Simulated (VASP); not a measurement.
# Cu: single point with revPBE

Cu:

```xyz
1
Lattice="-1.4551 1.4551 1.4551 1.4551 -1.4551 1.4551 1.4551 1.4551 -1.4551" Properties=species:S:1:pos:R:3 pbc="T T T"
Cu    0.0000    0.0000    0.0000
```

```
Program             : VASP 6.6.1
Task                : single point
Functional          : revPBE
Potentials or basis : VASP PAW PBE potentials, release 64 (Cu)
Cutoff              : 520 eV
k mesh              : 15 × 15 × 15
Occupations         : fermi-dirac, width 0.1 eV
Spin                : no spin polarisation
```

The pressure is 0.5 GPa.

Levels at points of the mesh, in eV from the Fermi level:
```tsv
k point	band 2	band 3	band 4	band 5	band 6	band 7	band 8	band 9
(0.00, 0.00, 0.00)	-2.95	-2.95	-2.95	-2.00	-2.00	24.63	24.63	24.63
```

Wall time 13 s on 1 thread of AMD EPYC 7R13 Processor (Zen 3) (shared host), peak memory 0.1 GiB.

Caveat: the PAW data sets were made with another functional, which shifts forces and pressure a little.
